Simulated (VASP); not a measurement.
# Be2Al5 (P4/mmm) in VASP: notebook

The runs below take Be2Al5 through single point, relaxation of cell and atoms, with PBE.

Everything below comes from runs of VASP 6.6.1. Logs are shortened: lines on timing, memory, paths and dates and some standing lists are left out, and cuts for length are marked.

### Step 1. The cell of the first run

It takes space group P4/mmm (No. 123, tetragonal). The conventional cell has a = 6.411 Å, b = 6.411 Å, c = 2.688 Å, α = 90.00°, β = 90.00°, γ = 90.00°. Be (site symmetry mmm) has 12 Al at 2.66 to 3.48 Å and 2 Be at 2.69 Å within 3.5 Å. Al (site symmetry m2m) has 5 Al at 2.64 to 2.69 Å and 4 Be at 2.66 Å within 3.5 Å. Within 3.5 Å of Al (site symmetry 4/mmm) lie 6 Al at 2.64 to 2.69 Å and 8 Be at 3.48 Å.

The cell was generated, and may not be a known phase.

### Step 2. Single point, PBE

File INCAR:

```
SYSTEM = Be2Al5
PREC = Accurate
ENCUT = 520
EDIFF = 1E-6
ISMEAR = 0
SIGMA = 0.1
LREAL = .False.
LASPH = .True.
NELM = 100
ALGO = Normal
ISIF = 2
LWAVE = .False.
LCHARG = .False.
GGA = PE
NBANDS = 18
```

File KPOINTS:

```
Automatic mesh
0
Gamma
  6 6 14
  0 0 0
```

File POSCAR:

```
Be2Al5
1.0
    6.4105555939      0.0000000000      0.0000000000
    0.0000000000      6.4105555939      0.0000000000
    0.0000000000      0.0000000000      2.6880605260
Be Al
2 5
Direct
    0.5000000000      0.0000000000      0.0000000000
    0.0000000000      0.5000000000      0.0000000000
    0.7906646496      0.7906646496      0.5000000000
    0.2093353504      0.2093353504      0.5000000000
    0.2093353504      0.7906646496      0.5000000000
    0.7906646496      0.2093353504      0.5000000000
    0.5000000000      0.5000000000      0.5000000000
```

Potentials or basis: VASP PAW PBE potentials, release 64 (Be, Al).

Launch:

```sh
> cat potpaw_PBE.64/Be/POTCAR potpaw_PBE.64/Al/POTCAR > POTCAR
> mpirun -np 1 vasp_std > vasp.out
```

OUTCAR:

```text
SYSTEM = Be2Al5
   PREC = Accurate
   ENCUT = 520
   EDIFF = 1E-6
   ISMEAR = 0
   LREAL = .False.
   LASPH = .True.
   NELM = 100
   ISIF = 2
   GGA = PE

 ion  position               nearest neighbor table
   1  0.500  0.000  0.000-   5 2.66   5 2.66   4 2.66   4 2.66   3 2.66   3 2.66   6 2.66   6 2.66

   2  0.000  0.500  0.000-   6 2.66   6 2.66   4 2.66   4 2.66   3 2.66   3 2.66   5 2.66   5 2.66

   3  0.791  0.791  0.500-   7 2.64   2 2.66   1 2.66   1 2.66   2 2.66   6 2.68   5 2.68
   4  0.209  0.209  0.500-   7 2.64   2 2.66   1 2.66   1 2.66   2 2.66   6 2.68   5 2.68
   5  0.209  0.791  0.500-   7 2.64   1 2.66   1 2.66   2 2.66   2 2.66   4 2.68   3 2.68
   6  0.791  0.209  0.500-   7 2.64   2 2.66   2 2.66   1 2.66   1 2.66   4 2.68   3 2.68
   7  0.500  0.500  0.500-   4 2.64   5 2.64   6 2.64   3 2.64

  LATTYP: Found a simple tetragonal cell.
 ALAT       =     6.4105555939
 C/A-ratio  =     0.4193178714

  Lattice vectors:

 A1 = (   6.4105555939,   0.0000000000,   0.0000000000)
 A2 = (   0.0000000000,   6.4105555939,   0.0000000000)
 A3 = (   0.0000000000,   0.0000000000,   2.6880605260)

Analysis of symmetry for initial positions (statically):
=====================================================================
 Subroutine PRICEL returns:
 Original cell was already a primitive cell.

 Routine SETGRP: Setting up the symmetry group for a
 simple tetragonal supercell.

 Subroutine GETGRP returns: Found 16 space group operations
 (whereof 16 operations were pure point group operations)
 out of a pool of 16 trial point group operations.

The static configuration has the point symmetry D_4h.

Analysis of symmetry for dynamics (positions and initial velocities):
=====================================================================
 Subroutine PRICEL returns:
 Original cell was already a primitive cell.

 Routine SETGRP: Setting up the symmetry group for a
 simple tetragonal supercell.

 Subroutine GETGRP returns: Found 16 space group operations
 (whereof 16 operations were pure point group operations)
 out of a pool of 16 trial point group operations.

The dynamic configuration has the point symmetry D_4h.

 Subroutine INISYM returns: Found 16 space group operations
 (whereof 16 operations are pure point group operations),
 and found     1 'primitive' translations

----------------------------------------------------------------------------------------
[... 103 lines left out ...]
   EDIFF  = 0.1E-05   stopping-criterion for ELM
   LREAL  =      F    real-space projection
   EDIFFG = 0.1E-04   stopping-criterion for IOM
   NSW    =      0    number of steps for IOM
[... 5 lines left out ...]
   TEBEG  =    0.0;   TEEND  =   0.0 temperature during run
   PSTRESS=    0.0 pullay stress
   NELECT =      19.0000    total number of electrons
   NUPDOWN=      -1.0000    fix difference up-down
   EMIN   =  10.00;   EMAX   =-10.00  energy-range for DOS
   EFERMI =   0.00;   METHOD = LEGACY
   ISMEAR =     0;   SIGMA  =   0.10  broadening in eV -4-tet -1-fermi 0-gaus
   EFERMI_NEDOS =   21; number of points for ismear=-14 and -15
   IALGO  =     38    algorithm
   IMIX   =      4    mixing-type and parameters
     AMIX     =   0.40;   BMIX     =  1.00
     AMIX_MAG =   1.60;   BMIX_MAG =  1.00
  volume/ion in A,a.u.               =      15.78       106.49
  Fermi-wavevector in a.u.,A,eV,Ry     =   0.910436  1.720474 11.277774  0.828893
  Thomas-Fermi vector in A             =   2.034598
   LORBIT       =      0    0 simple, 1 ext, 2 COOP (PROOUT), +10 PAW based schemes
   GGA     = PE    functional components
   LHFCALC =     F    Hartree Fock is set to
   AEXX    =    0.0000 exact exchange contribution
   IVDW    =     0    specifies the selected vdW correction
   LEPSILON=     F    determine dielectric tensor
   LRPA    =     F    only Hartree local field effects (RPA)
 non-spin polarized calculation
 Gauss-broadening in eV      SIGMA  =   0.10
  energy-cutoff  :      520.00
  volume of cell :      110.47
 maximum number of plane-waves:      3004
 NGX is ok and might be reduce to    48
   NGX = 23   NGY = 23   NGZ =  9

 number of electron      19.0000000 magnetization

 Free energy of the ion-electron system (eV)
  ---------------------------------------------------
  ext. energy  EPLUGINS =         0.00000000
  ---------------------------------------------------
  free energy    TOTEN  =       -23.61365732 eV

  energy without entropy =      -23.60199651  energy(sigma->0) =      -23.60782692

 E-fermi :   6.5656     XC(G=0):  -9.8381

 val. band max:        6.5542453413   @ k =   0.5000   0.0000   0.4286
 cond. band min:       6.5678469905   @ k =   0.5000   0.1667   0.5000
 fundamental gap:      0.0136016493
 Fermi energy:         6.5656473513

 k-point     1 :       0.0000    0.0000    0.0000
  band No.  band energies     occupation
      1      -3.7850      2.00000
      2      -0.7693      2.00000
      3      -0.7693      2.00000
      4      -0.0634      2.00000
      5       0.0790      2.00000
      6       2.6921      2.00000
[... 481 lines left out ...]
      5       0.9479      2.00000
      6       1.3573      2.00000
[... 10 lines left out ...]
     17      11.6567      0.00000
     18      12.5381      0.00000

 [... further k-points ...]

------------------------ aborting loop because EDIFF is reached ----------------------------------------

  FORCE on cell =-STRESS in cart. coord.  units (eV):
  Direction    XX          YY          ZZ          XY          YZ          ZX
  --------------------------------------------------------------------------------------
  -------------------------------------------------------------------------------------
  Total       -0.0133528     -0.0133528     -0.0034060      0.0000000      0.0000000      0.0000000
  in kB       -0.1936655     -0.1936655     -0.0493996      0.0000000      0.0000000      0.0000000
  external PRESSURE =      -0.1455768 kB  Pullay stress =       0.0000000 kB

 VOLUME and BASIS-vectors are now :
 -----------------------------------------------------------------------------
  energy-cutoff  :      520.00
  volume of cell :      110.47
      direct lattice vectors                 reciprocal lattice vectors
     6.410555594  0.000000000  0.000000000     0.155992719  0.000000000  0.000000000
     0.000000000  6.410555594  0.000000000     0.000000000  0.155992719  0.000000000
     0.000000000  0.000000000  2.688060526     0.000000000  0.000000000  0.372015433

 POSITION                                       TOTAL-FORCE (eV/Angst)
 -----------------------------------------------------------------------------------
      3.20528      0.00000      0.00000         0.000000     -0.000000      0.000000
      0.00000      3.20528      0.00000         0.000000     -0.000000      0.000000
      5.06860      5.06860      1.34403        -0.007524     -0.007524      0.000000
      1.34196      1.34196      1.34403         0.007524      0.007524      0.000000
      1.34196      5.06860      1.34403         0.007524     -0.007524      0.000000
      5.06860      1.34196      1.34403        -0.007524      0.007524     -0.000000
      3.20528      3.20528      1.34403         0.000000     -0.000000      0.000000
 -----------------------------------------------------------------------------------
    total drift:                                0.000000      0.000000      0.000000

  FREE ENERGIE OF THE ION-ELECTRON SYSTEM (eV)
  ---------------------------------------------------
  free  energy   TOTEN  =       -23.6136573226 eV

  energy  without entropy=      -23.6019965120  energy(sigma->0) =      -23.60782692
```

stdout:

```text
POSCAR found type information on POSCAR BeAl
 POSCAR found :  2 types and       7 ions
 scaLAPACK will be used
 LDA part: xc-table for (Slater+PW92), standard interpolation
 POSCAR, INCAR and KPOINTS ok, starting setup
 FFT: planning ... GRIDC
 FFT: planning ... GRID_SOFT
 FFT: planning ... GRID
 WAVECAR not read
 entering main loop
```

It took 49 s on 1 thread of AMD EPYC 9R45 (Zen 5), shared host; peak memory 0.25 GiB.

What came out:

- Free energy: -23.6137 eV
- Pressure: 0.0 GPa
- Largest force: 0.011 eV/Å
- Band gap on the k mesh: zero (an odd number of electrons rules out a gap without spin polarisation)

Forces in eV/Å, atoms in the order of the input:
```
Be   0.000  0.000  0.000
Be   0.000  0.000  0.000
Al  -0.008 -0.008  0.000
Al   0.008  0.008  0.000
Al   0.008 -0.008  0.000
Al  -0.008  0.008  0.000
Al   0.000  0.000  0.000
```

Levels at points of the mesh, in eV from the Fermi level:
```
           k point  band 5  band 6  band 7  band 8  band 9  band 10  band 11  band 12  band 13  band 14
(0.00, 0.00, 0.00)   -6.49   -3.87   -3.87   -3.67   -2.47     2.23     2.23     3.70     4.17     4.95
(0.50, 0.00, 0.00)   -6.00   -5.57   -2.94   -2.38   -0.02     0.71     0.97     1.02     2.89     3.20
(0.50, 0.50, 0.00)   -3.35   -1.96   -1.95   -1.95   -1.77    -1.45    -1.07    -1.07     3.71     4.93
(0.00, 0.00, 0.50)   -2.70   -2.21   -2.09   -2.09   -1.35    -0.89     0.43     0.64     0.64     0.64
(0.50, 0.00, 0.50)   -2.21   -1.92   -1.78   -1.36   -1.34    -1.17    -0.84    -0.16     1.06     1.93
(0.50, 0.50, 0.50)   -3.84   -3.54   -3.38   -3.38    1.18     1.51     1.54     1.54     1.66     2.60
```

### Step 3. Relaxation of cell and atoms, PBE

This run uses another cell than the first one, of 15.88 Å³/atom.

File INCAR:

```
SYSTEM = Be2Al5
ALGO = Normal ; EDIFF = 1E-7
EDIFFG = -0.01 ; ENCUT = 600
GGA = PE ; IBRION = 2
ISIF = 3 ; ISMEAR = 0
LASPH = .TRUE. ; LCHARG = .FALSE.
LREAL = .FALSE. ; LWAVE = .FALSE.
NELM = 100 ; NSW = 100
PREC = Accurate ; SIGMA = 0.1
```

File KPOINTS:

```
k-points
0
G
  6 6 14
  0 0 0
```

File POSCAR:

```
Be2Al5
1.0
    6.3030786695      0.0000000000      0.0000000000
    0.0000000000      6.3030786695      0.0000000000
    0.0000000000      0.0000000000      2.7981931978
Be Al
2 5
Direct
    0.5000000000      0.0000000000      0.0000000000
    0.0000000000      0.5000000000      0.0000000000
    0.7909784523      0.7909784523      0.5000000000
    0.2090215477      0.2090215477      0.5000000000
    0.2090215477      0.7909784523      0.5000000000
    0.7909784523      0.2090215477      0.5000000000
    0.5000000000      0.5000000000      0.5000000000
```

Potentials or basis: VASP PAW PBE potentials, release 64 (Be, Al).

Launch:

```sh
> cat potpaw_PBE.64/Be/POTCAR potpaw_PBE.64/Al/POTCAR > POTCAR
> mpirun -np 1 vasp_std > vasp.out
```

Wall time 2.7 min (1 thread of AMD EPYC 9R45 (Zen 5), shared host); peak memory 0.29 GiB.

Results (log left out):

```
Free energy                           : -23.6139 eV
Relaxed volume                        : 15.77 Å³/atom
Relaxed cell                          : a = 6.409 Å, b = 6.409 Å, c = 2.688 Å, α = 90.00°, β = 90.00°, γ = 90.00°
Space group after relaxing (to 0.1 Å) : P4/mmm (No. 123)
Energy gained by relaxing             : 11.4 meV/atom
Ionic steps                           : 5
Pressure after relaxing               : 0.0 GPa
Largest force after relaxing          : 0.009 eV/Å
```

Forces in eV/Å, atoms in the order of the input:
```
Be   0.000  0.000  0.000
Be   0.000  0.000  0.000
Al  -0.006 -0.006  0.000
Al   0.006  0.006  0.000
Al   0.006 -0.006  0.000
Al  -0.006  0.006  0.000
Al   0.000  0.000  0.000
```

The path:
```
step  energy change (eV)  largest force (eV/Å)  pressure (GPa)  volume (Å³)
   1              0.0000                0.0313           -0.20       111.17
   2             -0.0579                0.0176           -0.21       110.82
   3             -0.0666                0.0179            0.39       110.09
   4             -0.0794                0.0111           -0.01       110.45
   5             -0.0796                0.0086            0.02       110.42
```

Final structure:
```
Be Al
1.0
     6.40904    0.00000    0.00000
     0.00000    6.40904    0.00000
     0.00000    0.00000    2.68815
Be Al
2 5
Direct
  0.50000 0.00000 0.00000
  0.00000 0.50000 0.00000
  0.79064 0.79064 0.50000
  0.20936 0.20936 0.50000
  0.20936 0.79064 0.50000
  0.79064 0.20936 0.50000
  0.50000 0.50000 0.50000
```

Levels at points of the mesh, in eV from the Fermi level:
```
           k point  band 7  band 8  band 9  band 10  band 11  band 12
(0.00, 0.00, 0.00)   -3.87   -3.67   -2.46     2.23     2.23     3.70
(0.50, 0.00, 0.00)   -2.94   -2.38   -0.02     0.71     0.98     1.02
(0.50, 0.50, 0.00)   -1.95   -1.95   -1.77    -1.45    -1.06    -1.06
(0.00, 0.00, 0.50)   -2.10   -2.10   -1.35    -0.89     0.43     0.64
(0.50, 0.00, 0.50)   -1.78   -1.36   -1.34    -1.17    -0.84    -0.16
(0.50, 0.50, 0.50)   -3.38   -3.38    1.18     1.51     1.54     1.54
```

Caveat: the highest band is partly filled, so the run has too few bands.

(Part 1 of 2 ends here.)

The gap in the log of VASP goes by the Fermi energy; the results here count the filled bands.